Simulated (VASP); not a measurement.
# NaH (Pm-3m) in VASP: single point with LDA

Aim: the single point of NaH with LDA.

Everything below comes from runs of VASP 6.6.1. Logs are shortened: lines on timing, memory, paths and dates and some standing lists are left out, and cuts for length are marked.

### 1 The cell of the first run

It takes space group Pm-3m (No. 221, cubic). Conventional cell: a = 2.955 Å, b = 2.955 Å, c = 2.955 Å, α = 90.00°, β = 90.00°, γ = 90.00°. Within 3.4 Å of Na (site symmetry m-3m) lie 8 H at 2.56 Å and 6 Na at 2.96 Å. Within 3.4 Å of H (site symmetry m-3m) lie 8 Na at 2.56 Å and 6 H at 2.96 Å.

### 2 Single point, LDA

The input, INCAR:

```
SYSTEM = NaH
PREC = Accurate
ENCUT = 500
EDIFF = 1E-6
ISMEAR = 0
SIGMA = 0.01
LREAL = .False.
LASPH = .True.
NELM = 120
ALGO = Normal
ISIF = 2
LWAVE = .False.
LCHARG = .True.
GGA = CA
LELF = .True.
LVHAR = .True.
NBANDS = 11
GGA_COMPAT = .False.
```

The input, KPOINTS:

```
regular mesh
0
Gamma
  5 5 5
  0 0 0
```

The input, POSCAR:

```
NaH
1.0
    2.9551240000      0.0000000000      0.0000000000
    0.0000000000      2.9551240000      0.0000000000
    0.0000000000      0.0000000000      2.9551240000
Na H
1 1
Direct
    0.0000000000      0.0000000000      0.0000000000
    0.5000000000      0.5000000000      0.5000000000
```

Potentials or basis: VASP PAW LDA potentials, release 64 (Na_pv, H).

Launch:

```bash
$ cat potpaw_LDA.64/Na_pv/POTCAR potpaw_LDA.64/H/POTCAR > POTCAR
$ mpirun -np 1 vasp_std > vasp.out
```

OUTCAR:

```text
SYSTEM = NaH
   PREC = Accurate
   ENCUT = 500
   EDIFF = 1E-6
   ISMEAR = 0
   LREAL = .False.
   LASPH = .True.
   NELM = 120
   ISIF = 2
   GGA = CA

 ion  position               nearest neighbor table
   1  0.000  0.000  0.000-
   2  0.500  0.500  0.500-

  LATTYP: Found a simple cubic cell.
 ALAT       =     2.9551240000

  Lattice vectors:

 A1 = (   2.9551240000,   0.0000000000,   0.0000000000)
 A2 = (   0.0000000000,   2.9551240000,   0.0000000000)
 A3 = (   0.0000000000,   0.0000000000,   2.9551240000)

Analysis of symmetry for initial positions (statically):
=====================================================================
 Subroutine PRICEL returns:
 Original cell was already a primitive cell.

 Routine SETGRP: Setting up the symmetry group for a
 simple cubic supercell.

 Subroutine GETGRP returns: Found 48 space group operations
 (whereof 48 operations were pure point group operations)
 out of a pool of 48 trial point group operations.

The static configuration has the point symmetry O_h .

Analysis of symmetry for dynamics (positions and initial velocities):
=====================================================================
 Subroutine PRICEL returns:
 Original cell was already a primitive cell.

 Routine SETGRP: Setting up the symmetry group for a
 simple cubic supercell.

 Subroutine GETGRP returns: Found 48 space group operations
 (whereof 48 operations were pure point group operations)
 out of a pool of 48 trial point group operations.

The dynamic configuration has the point symmetry O_h .

 Subroutine INISYM returns: Found 48 space group operations
 (whereof 48 operations are pure point group operations),
 and found     1 'primitive' translations

----------------------------------------------------------------------------------------

                                     Primitive cell

  volume of cell :      25.8064

  direct lattice vectors                    reciprocal lattice vectors
     2.955124000  0.000000000  0.000000000     0.338395275  0.000000000  0.000000000
     0.000000000  2.955124000  0.000000000     0.000000000  0.338395275  0.000000000
     0.000000000  0.000000000  2.955124000     0.000000000  0.000000000  0.338395275

  length of vectors
     2.955124000  2.955124000  2.955124000     0.338395275  0.338395275  0.338395275

  position of ions in fractional coordinates (direct lattice)
     0.000000000  0.000000000  0.000000000
     0.500000000  0.500000000  0.500000000
[... 69 lines left out ...]
   ISYM   =      2    0-nonsym 1-usesym 2-fastsym
   POTIM  = 0.5000    time-step for ionic-motion
   TEBEG  =    0.0;   TEEND  =   0.0 temperature during run
   PSTRESS=    0.0 pullay stress
   NELECT =       8.0000    total number of electrons
   NUPDOWN=      -1.0000    fix difference up-down
   EMIN   =  10.00;   EMAX   =-10.00  energy-range for DOS
   EFERMI =   0.00;   METHOD = LEGACY
   ISMEAR =     0;   SIGMA  =   0.01  broadening in eV -4-tet -1-fermi 0-gaus
   EFERMI_NEDOS =   21; number of points for ismear=-14 and -15
   IALGO  =     38    algorithm
   IMIX   =      4    mixing-type and parameters
     AMIX     =   0.40;   BMIX     =  1.00
     AMIX_MAG =   1.60;   BMIX_MAG =  1.00
  volume/ion in A,a.u.               =      12.90        87.08
  Fermi-wavevector in a.u.,A,eV,Ry     =   1.107973  2.093765 16.702564  1.227604
  Thomas-Fermi vector in A             =   2.244494
   LORBIT       =      0    0 simple, 1 ext, 2 COOP (PROOUT), +10 PAW based schemes
   GGA     = CA    functional components
   LHFCALC =     F    Hartree Fock is set to
   AEXX    =    0.0000 exact exchange contribution
   IVDW    =     0    specifies the selected vdW correction
   LEPSILON=     F    determine dielectric tensor
   LRPA    =     F    only Hartree local field effects (RPA)
 non-spin polarized calculation
 Gauss-broadening in eV      SIGMA  =   0.01
  energy-cutoff  :      500.00
  volume of cell :       25.81
 maximum number of plane-waves:       691
 NGX is ok and might be reduce to    24
   NGX = 11   NGY = 11   NGZ = 11

 number of electron       7.9999998 magnetization

 Free energy of the ion-electron system (eV)
  ---------------------------------------------------
  ext. energy  EPLUGINS =         0.00000000
  ---------------------------------------------------
  free energy    TOTEN  =        -5.10292495 eV

  energy without entropy =       -5.10292495  energy(sigma->0) =       -5.10292495

 E-fermi :   0.5945     XC(G=0):  -8.6209

 val. band max:        0.4986978903   @ k =   0.4000   0.4000   0.4000
 cond. band min:       2.6089655977   @ k =   0.4000   0.0000   0.0000
 fundamental gap:      2.1102677074
 Fermi energy:         0.5944941987

 k-point     1 :       0.0000    0.0000    0.0000
  band No.  band energies     occupation
      1     -23.3939      2.00000
      2     -23.3939      2.00000
      3     -23.3939      2.00000
      4      -4.8971      2.00000
      5       9.7644      0.00000
      6      11.7505      0.00000
      7      11.7505      0.00000
      8      13.3587      0.00000
      9      13.3587      0.00000
     10      13.3587      0.00000
     11      26.3991      0.00000
[... 113 lines left out ...]
 k-point    10 :       0.4000    0.4000    0.4000
  band No.  band energies     occupation
      1     -23.5137      2.00000
      2     -23.5102      2.00000
      3     -23.5102      2.00000
      4       0.4987      2.00000
      5       6.6761      0.00000
      6       7.5048      0.00000
      7       7.5048      0.00000
      8      11.0644      0.00000
      9      11.0644      0.00000
     10      11.9122      0.00000
     11      18.3339      0.00000

------------------------ aborting loop because EDIFF is reached ----------------------------------------

  FORCE on cell =-STRESS in cart. coord.  units (eV):
  Direction    XX          YY          ZZ          XY          YZ          ZX
  --------------------------------------------------------------------------------------
  -------------------------------------------------------------------------------------
  Total       -0.3524702     -0.3524702     -0.3524702     -0.0000000     -0.0000000      0.0000000
  in kB      -21.8829487    -21.8829487    -21.8829487     -0.0000000     -0.0000000      0.0000000
  external PRESSURE =     -21.8829487 kB  Pullay stress =       0.0000000 kB

 VOLUME and BASIS-vectors are now :
 -----------------------------------------------------------------------------
  energy-cutoff  :      500.00
  volume of cell :       25.81
      direct lattice vectors                 reciprocal lattice vectors
     2.955124000  0.000000000  0.000000000     0.338395275  0.000000000  0.000000000
     0.000000000  2.955124000  0.000000000     0.000000000  0.338395275  0.000000000
     0.000000000  0.000000000  2.955124000     0.000000000  0.000000000  0.338395275

 POSITION                                       TOTAL-FORCE (eV/Angst)
 -----------------------------------------------------------------------------------
      0.00000      0.00000      0.00000         0.000000      0.000000      0.000000
      1.47756      1.47756      1.47756         0.000000      0.000000      0.000000
 -----------------------------------------------------------------------------------
    total drift:                                0.000000      0.000000      0.000000

  FREE ENERGIE OF THE ION-ELECTRON SYSTEM (eV)
  ---------------------------------------------------
  free  energy   TOTEN  =        -5.1029249543 eV

  energy  without entropy=       -5.1029249543  energy(sigma->0) =       -5.10292495
```

It took 4.9 s on 1 thread of Intel Xeon 8259CL, shared host; peak memory 0.12 GiB.

What came out:

| Property | Result |
| --- | --- |
| Free energy | -5.1029 eV |
| Pressure | -2.2 GPa |
| Band gap on the k mesh | 2.11 eV, indirect (least direct gap 5.34 eV) |

Levels at points of the mesh, in eV from the valence-band top:
```
           k point  band 1  band 2  band 3  band 4  band 5  band 6  band 7  band 8
(0.00, 0.00, 0.00)  -23.89  -23.89  -23.89   -5.40    9.27   11.25   11.25   12.86
```

Caveat: the k points lie up to 0.43 Å⁻¹ apart. A k mesh can miss the band edges.
